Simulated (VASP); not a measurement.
## Ca3SbP: single point with LDA

Ca3SbP:

```
CELL_PARAMETERS angstrom
5.12033 0.00000 0.00000
0.00000 5.12033 0.00000
0.00000 0.00000 5.12033
ATOMIC_POSITIONS crystal
Ca 0.00000 0.50000 0.50000
Ca 0.50000 0.00000 0.50000
Ca 0.50000 0.50000 0.00000
Sb 0.00000 0.00000 0.00000
P 0.50000 0.50000 0.50000
```

* Program: VASP 6.6.1
* Task: single point
* Functional: LDA
* Potentials or basis: VASP PAW LDA potentials, release 64 (Ca_sv, Sb, P)
* Cutoff: 520 eV
* k mesh: 6 × 6 × 6
* Occupations: gaussian, width 0.05 eV
* Spin: no spin polarisation

```
Pressure               : 4.2 GPa
Band gap on the k mesh : 0.35 eV, direct
```

Levels at points of the mesh, in eV from the valence-band top:
```csv
k point,band 18,band 19,band 20,band 21,band 22,band 23
"(0.00, 0.00, 0.00)",0.00,0.00,0.00,0.35,0.35,0.63
"(0.50, 0.00, 0.00)",-1.75,-1.32,-1.32,0.97,1.32,1.82
"(0.50, 0.50, 0.00)",-1.63,-1.63,-1.31,1.59,1.59,1.86
"(0.50, 0.50, 0.50)",-2.00,-2.00,-2.00,1.88,1.88,1.88
```

Run time: 52 s on 1 thread of AMD EPYC 9R14 (Zen 4) (shared host), peak memory 0.21 GiB.

Caveat: spin-orbit coupling is left out, which moves the levels of the heavy elements. A k mesh can miss the band edges.
